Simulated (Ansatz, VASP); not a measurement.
**One calculation of Cu, two programs**

```xyz
1
Lattice="-1.4408 1.4408 1.3951 1.4408 -1.4408 1.3951 1.4408 1.4408 -1.3951" Properties=species:S:1:pos:R:3 pbc="T T T"
Cu    0.0000    0.0000    0.0000
```

Alike in both runs: task single point; functional LDA; k mesh 24 × 24 × 24; occupations gaussian, width 0.15 eV; no spin polarisation.

```csv
,VASP,Ansatz
version,VASP 6.6.1,Ansatz 0.2.0
potentials or method,"VASP PAW LDA potentials, release 64 (Cu), cutoff 520 eV","scalar-relativistic, plane waves, PAW"
valence electrons in the cell,11,19
```

```csv
,VASP,Ansatz,Ansatz less VASP
gap on the k mesh at the Fermi level (eV),none,none,-
pressure (GPa),-8.5,-9.4,-0.96
"traceless stress, the component that is largest in VASP (GPa)",-0.18,-0.17,+0.016
```

Ansatz warns that its potentials were made for another functional, while VASP's fit it. LDA's correlation is that of Perdew and Zunger in VASP and of Perdew and Wang (1992) in Ansatz. A gap of «none» marks a metal or a gap that the smearing closes. VASP's potentials hold 11 valence electrons a cell and Ansatz's 19, so a difference there can come from the potentials and not from the codes.
